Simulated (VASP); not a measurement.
# SrO (Fm-3m) in VASP: further runs

The runs below take SrO through relaxation of cell and atoms, with PBE.

Program: VASP 6.6.1. These are calculated values, not measurements. Logs are shortened: lines on timing, memory, paths and dates and some standing lists are left out, and cuts for length are marked.

## 1. The cell of the first run

It takes space group Fm-3m (No. 225, cubic). Conventional cell: a = 5.133 Å, b = 5.133 Å, c = 5.133 Å, α = 90.00°, β = 90.00°, γ = 90.00°. Within 3.4 Å of Sr (site symmetry m-3m) lie 6 O at 2.57 Å. Within 3.4 Å of O (site symmetry m-3m) lie 6 Sr at 2.57 Å.

## 2. Relaxation of cell and atoms, PBE

File INCAR:

```
PREC     = Accurate       # precision mode
ENCUT    = 600            # plane-wave cutoff, eV
EDIFF    = 1E-7           # SCF threshold, eV
ISMEAR   = 0              # smearing method
SIGMA    = 0.01           # smearing width, eV
LREAL    = False          # projectors in reciprocal space
LASPH    = True           # aspherical terms in the spheres
NELM     = 120            # most SCF steps
ALGO     = Normal         # electronic algorithm
ISIF     = 3              # what is computed and relaxed
LWAVE    = False          # write WAVECAR
LCHARG   = False          # write CHGCAR
GGA      = PE             # functional
IBRION   = 2              # ionic algorithm
NSW      = 80             # ionic steps
EDIFFG   = -0.01          # ionic threshold
GGA_COMPAT= False        
NELMIN   = 4
```

File KPOINTS:

```
regular mesh
0
Gamma
  6 6 6
```

File POSCAR:

```
SrO
1.0
    0.0000000000      2.5663000000      2.5663000000
    2.5663000000      0.0000000000      2.5663000000
    2.5663000000      2.5663000000      0.0000000000
Sr O
1 1
Direct
    0.5000000000      0.5000000000      0.5000000000
    0.0000000000      0.0000000000      0.0000000000
```

Potentials or basis: VASP PAW PBE potentials, release 64 (Sr_sv, O).

Command:

```bash
$ cat potpaw_PBE.64/Sr_sv/POTCAR potpaw_PBE.64/O/POTCAR > POTCAR
$ mpirun -np 1 vasp_std > vasp.out
```

OUTCAR:

```text
PREC = Accurate
   ENCUT = 600
   EDIFF = 1E-7
   ISMEAR = 0
   LREAL = False
   LASPH = True
   NELM = 120
   ISIF = 3
   GGA = PE
   IBRION = 2
   NSW = 80
   EDIFFG = -0.01
   NELMIN = 4

 ion  position               nearest neighbor table
   1  0.500  0.500  0.500-   2 2.57   2 2.57   2 2.57   2 2.57   2 2.57   2 2.57
   2  0.000  0.000  0.000-   1 2.57   1 2.57   1 2.57   1 2.57   1 2.57   1 2.57

  LATTYP: Found a face centered cubic cell.
 ALAT       =     5.1326000000

  Lattice vectors:

 A1 = (   0.0000000000,   2.5663000000,   2.5663000000)
 A2 = (   2.5663000000,   0.0000000000,   2.5663000000)
 A3 = (   2.5663000000,   2.5663000000,   0.0000000000)

Analysis of symmetry for initial positions (statically):
=====================================================================
 Subroutine PRICEL returns:
 Original cell was already a primitive cell.

 Routine SETGRP: Setting up the symmetry group for a
 face centered cubic supercell.

 Subroutine GETGRP returns: Found 48 space group operations
 (whereof 48 operations were pure point group operations)
 out of a pool of 48 trial point group operations.

The static configuration has the point symmetry O_h .

Analysis of symmetry for dynamics (positions and initial velocities):
=====================================================================
 Subroutine PRICEL returns:
 Original cell was already a primitive cell.

 Routine SETGRP: Setting up the symmetry group for a
 face centered cubic supercell.

 Subroutine GETGRP returns: Found 48 space group operations
 (whereof 48 operations were pure point group operations)
 out of a pool of 48 trial point group operations.

The dynamic configuration has the point symmetry O_h .

 Subroutine INISYM returns: Found 48 space group operations
 (whereof 48 operations are pure point group operations),
 and found     1 'primitive' translations

----------------------------------------------------------------------------------------

                                     Primitive cell

  volume of cell :      33.8028

  direct lattice vectors                    reciprocal lattice vectors
     0.000000000  2.566300000  2.566300000    -0.194833028  0.194833028  0.194833028
     2.566300000  0.000000000  2.566300000     0.194833028 -0.194833028  0.194833028
     2.566300000  2.566300000  0.000000000     0.194833028  0.194833028 -0.194833028

  length of vectors
     3.629296265  3.629296265  3.629296265     0.337460704  0.337460704  0.337460704

  position of ions in fractional coordinates (direct lattice)
     0.500000000  0.500000000  0.500000000
     0.000000000  0.000000000  0.000000000

  ion indices of the primitive-cell ions
   primitive index   ion index
                 1           1
                 2           2

----------------------------------------------------------------------------------------

 KPOINTS: regular mesh

Automatic generation of k-mesh.
 Grid dimensions read from file:
 generate k-points for:    6    6    6

 Generating k-lattice:

  Cartesian coordinates                     Fractional coordinates (reciprocal lattice)
    -0.032472171  0.032472171  0.032472171     0.166666667  0.000000000  0.000000000
     0.032472171 -0.032472171  0.032472171     0.000000000  0.166666667  0.000000000
     0.032472171  0.032472171 -0.032472171     0.000000000  0.000000000  0.166666667

  Length of vectors
     0.056243451  0.056243451  0.056243451

  Shift w.r.t. Gamma in fractional coordinates (k-lattice)
     0.000000000  0.000000000  0.000000000

 Subroutine IBZKPT returns following result:
 ===========================================

 Found     16 irreducible k-points:

 Following reciprocal coordinates:
            Coordinates               Weight
  0.000000  0.000000  0.000000      1.000000
  0.166667  0.000000  0.000000      8.000000
  0.333333  0.000000  0.000000      8.000000
  0.500000  0.000000  0.000000      4.000000
  0.166667  0.166667  0.000000      6.000000
  0.333333  0.166667  0.000000     24.000000
[... 8 lines left out ...]
 -0.333333  0.333333  0.166667     24.000000
 -0.333333  0.500000  0.166667     12.000000
   k-points           NKPTS =     16   k-points in BZ     NKDIM =     16   number of bands    NBANDS=     12
   number of dos      NEDOS =    301   number of ions     NIONS =      2
   total plane-waves  NPLWV =  27000
   dimension x,y,z NGX =    30 NGY =   30 NGZ =   30
   dimension x,y,z NGXF=    60 NGYF=   60 NGZF=   60
   ions per type =               1   1
   NGX,Y,Z   is equivalent  to a cutoff of  13.74, 13.74, 13.74 a.u.
   NGXF,Y,Z  is equivalent  to a cutoff of  27.48, 27.48, 27.48 a.u.
 SYSTEM =  unknown system
   PREC   = accura    normal or accurate (medium, high low for compatibility)
   ISTART =      0    job   : 0-new  1-cont  2-samecut
   ICHARG =      2    charge: 1-file 2-atom 10-const
   ISPIN  =      1    spin polarized calculation?
   LNONCOLLINEAR =      F non collinear calculations
   LSORBIT =      F    spin-orbit coupling
   LASPH  =      T    aspherical Exc in radial PAW
   ENCUT  =  600.0 eV  44.10 Ry    6.64 a.u.   7.25  7.25  7.25*2*pi/ulx,y,z
   NELM   =    120;   NELMIN=  4; NELMDL= -5     # of ELM steps
   EDIFF  = 0.1E-06   stopping-criterion for ELM
   LREAL  =      F    real-space projection
   EDIFFG = -.1E-01   stopping-criterion for IOM
   NSW    =     80    number of steps for IOM
   IBRION =      2    ionic relax: 0-MD 1-quasi-New 2-CG
   NFREE  =      1    steps in history (QN), initial steepest desc. (CG)
   ISIF   =      3    stress and relaxation
   ISYM   =      2    0-nonsym 1-usesym 2-fastsym
   POTIM  = 0.5000    time-step for ionic-motion
   TEBEG  =    0.0;   TEEND  =   0.0 temperature during run
   PSTRESS=    0.0 pullay stress
   NELECT =      16.0000    total number of electrons
   NUPDOWN=      -1.0000    fix difference up-down
   EMIN   =  10.00;   EMAX   =-10.00  energy-range for DOS
   EFERMI =   0.00;   METHOD = LEGACY
   ISMEAR =     0;   SIGMA  =   0.01  broadening in eV -4-tet -1-fermi 0-gaus
   EFERMI_NEDOS =   21; number of points for ismear=-14 and -15
   IALGO  =     38    algorithm
   IMIX   =      4    mixing-type and parameters
     AMIX     =   0.40;   BMIX     =  1.00
     AMIX_MAG =   1.60;   BMIX_MAG =  1.00
  volume/ion in A,a.u.               =      16.90       114.06
  Fermi-wavevector in a.u.,A,eV,Ry     =   1.275843  2.410995 22.147245  1.627777
  Thomas-Fermi vector in A             =   2.408533
   LORBIT       =      0    0 simple, 1 ext, 2 COOP (PROOUT), +10 PAW based schemes
   GGA     = PE    functional components
   LHFCALC =     F    Hartree Fock is set to
   AEXX    =    0.0000 exact exchange contribution
   IVDW    =     0    specifies the selected vdW correction
   LEPSILON=     F    determine dielectric tensor
   LRPA    =     F    only Hartree local field effects (RPA)
 conjugate gradient relaxation of ions
 non-spin polarized calculation
 Gauss-broadening in eV      SIGMA  =   0.01
  energy-cutoff  :      600.00
  volume of cell :       33.80
 maximum number of plane-waves:      1158
 NGX is ok and might be reduce to    30
   NGX = 15   NGY = 15   NGZ = 15

--------------------------------------- Ionic step        1  -------------------------------------------

 number of electron      15.9999997 magnetization

 Free energy of the ion-electron system (eV)
  ---------------------------------------------------
  ext. energy  EPLUGINS =         0.00000000
  ---------------------------------------------------
  free energy    TOTEN  =       -12.03867887 eV

  energy without entropy =      -12.03867887  energy(sigma->0) =      -12.03867887

 E-fermi :   1.7325     XC(G=0): -10.0520

 val. band max:        1.6884409328   @ k =   0.0000   0.0000   0.0000
 cond. band min:       4.9510351980   @ k =   0.5000   0.5000   0.0000
 fundamental gap:      3.2625942652
 Fermi energy:         1.7324611858

 k-point     1 :       0.0000    0.0000    0.0000
  band No.  band energies     occupation
      1     -30.6809      2.00000
      2     -13.4086      2.00000
      3     -12.3130      2.00000
      4     -12.3130      2.00000
      5     -12.3130      2.00000
      6       1.6884      2.00000
      7       1.6884      2.00000
      8       1.6884      2.00000
      9       5.7119      0.00000
     10       7.9120      0.00000
     11       7.9120      0.00000
     12       7.9120      0.00000

 k-point     2 :       0.1667    0.0000    0.0000
  band No.  band energies     occupation
      1     -30.6460      2.00000
      2     -13.9714      2.00000
      3     -12.3340      2.00000
      4     -12.3340      2.00000
      5     -11.8357      2.00000
      6       0.9644      2.00000
      7       1.3568      2.00000
      8       1.3568      2.00000
      9       6.8657      0.00000
     10       7.7141      0.00000
     11       8.4491      0.00000
     12       8.4491      0.00000
[... 266 lines left out ...]
 POSITION                                       TOTAL-FORCE (eV/Angst)
 -----------------------------------------------------------------------------------
      2.61633      2.61633      2.61633         0.000000      0.000000     -0.000000
      2.61633      5.23266      2.61633        -0.000000      0.000000      0.000000
 -----------------------------------------------------------------------------------
    total drift:                               -0.000000     -0.000000      0.000000

  FREE ENERGIE OF THE ION-ELECTRON SYSTEM (eV)
  ---------------------------------------------------
  free  energy   TOTEN  =       -12.0526442249 eV

  energy  without entropy=      -12.0526442249  energy(sigma->0) =      -12.05264422

--------------------------------------- Ionic step        3  -------------------------------------------

 number of electron      16.0000001 magnetization

 Free energy of the ion-electron system (eV)
  ---------------------------------------------------
  ext. energy  EPLUGINS =         0.00000000
  ---------------------------------------------------
  free energy    TOTEN  =       -12.05512069 eV

  energy without entropy =      -12.05512069  energy(sigma->0) =      -12.05512069

 E-fermi :   1.5663     XC(G=0):  -9.8577

 val. band max:        1.4969965734   @ k =   0.0000   0.0000   0.0000
 cond. band min:       4.7799888199   @ k =   0.5000   0.5000   0.0000
 fundamental gap:      3.2829922465
 Fermi energy:         1.5663372184

 k-point     1 :       0.0000    0.0000    0.0000
  band No.  band energies     occupation
      1     -31.0205      2.00000
      2     -13.5480      2.00000
      3     -12.6934      2.00000
      4     -12.6934      2.00000
      5     -12.6934      2.00000
      6       1.4970      2.00000
      7       1.4970      2.00000
      8       1.4970      2.00000
      9       5.2289      0.00000
     10       7.6271      0.00000
     11       7.6271      0.00000
     12       7.6271      0.00000

 k-point     2 :       0.1667    0.0000    0.0000
  band No.  band energies     occupation
      1     -30.9915      2.00000
      2     -14.1105      2.00000
      3     -12.7126      2.00000
      4     -12.7126      2.00000
      5     -12.2041      2.00000
      6       0.7914      2.00000
      7       1.1897      2.00000
      8       1.1897      2.00000
      9       6.3585      0.00000
     10       7.4281      0.00000
     11       8.1391      0.00000
     12       8.1391      0.00000
[... 230 lines left out ...]
 POSITION                                       TOTAL-FORCE (eV/Angst)
 -----------------------------------------------------------------------------------
      2.60194      2.60194      2.60194         0.000000      0.000000     -0.000000
      0.00000      0.00000      0.00000        -0.000000     -0.000000      0.000000
 -----------------------------------------------------------------------------------
    total drift:                               -0.000000      0.000000      0.000000

  FREE ENERGIE OF THE ION-ELECTRON SYSTEM (eV)
  ---------------------------------------------------
  free  energy   TOTEN  =       -12.0551206909 eV

  energy  without entropy=      -12.0551206909  energy(sigma->0) =      -12.05512069

 reached required accuracy - stopping structural energy minimisation
```

Wall time 22 s (1 thread of Intel Xeon Platinum 8488C (Sapphire Rapids), shared host); peak memory 0.17 GiB.

Results:

```
Free energy                           : -12.0551 eV
Relaxed volume                        : 17.62 Å³/atom
Relaxed cell                          : a = 3.680 Å, b = 3.680 Å, c = 3.680 Å, α = 60.00°, β = 60.00°, γ = 60.00°
Space group after relaxing (to 0.1 Å) : Fm-3m (No. 225)
Energy gained by relaxing             : 8.2 meV/atom
Ionic steps                           : 3
Pressure after relaxing               : 0.0 GPa
Band gap on the k mesh                : 3.28 eV (least direct gap 3.39 eV)
```

Step by step:
| step | energy change (eV) | largest force (eV/Å) | pressure (GPa) | volume (Å³) |
| --- | --- | --- | --- | --- |
| 1 | 0.0000 | 0.0000 | 3.83 | 33.80 |
| 2 | -0.0140 | 0.0000 | -1.33 | 35.82 |
| 3 | -0.0164 | 0.0000 | 0.01 | 35.23 |

Final structure:
```yaml
crystal:
  lattice:
    - [0.00000, 2.60194, 2.60194]
    - [2.60194, 0.00000, 2.60194]
    - [2.60194, 2.60194, 0.00000]
  atoms:
    - { symbol: Sr, position: [0.50000, 0.50000, 0.50000] }
    - { symbol: O, position: [0.00000, 0.00000, 0.00000] }
```

Levels at points of the mesh, in eV from the valence-band top:
```csv
k point,band 5,band 6,band 7,band 8,band 9,band 10,band 11,band 12
"(0.00, 0.00, 0.00)",-14.19,0.00,0.00,0.00,3.73,6.13,6.13,6.13
"(0.50, 0.00, 0.00)",-13.01,-2.10,-1.07,-1.07,6.40,8.17,8.64,8.64
"(0.50, 0.50, 0.00)",-14.52,-0.49,-0.11,-0.11,3.28,7.54,9.94,10.06
```

A k mesh can miss the band edges. As with any semilocal functional, this PBE gap is likely too small.

(Part 1 of 3 ends here.)
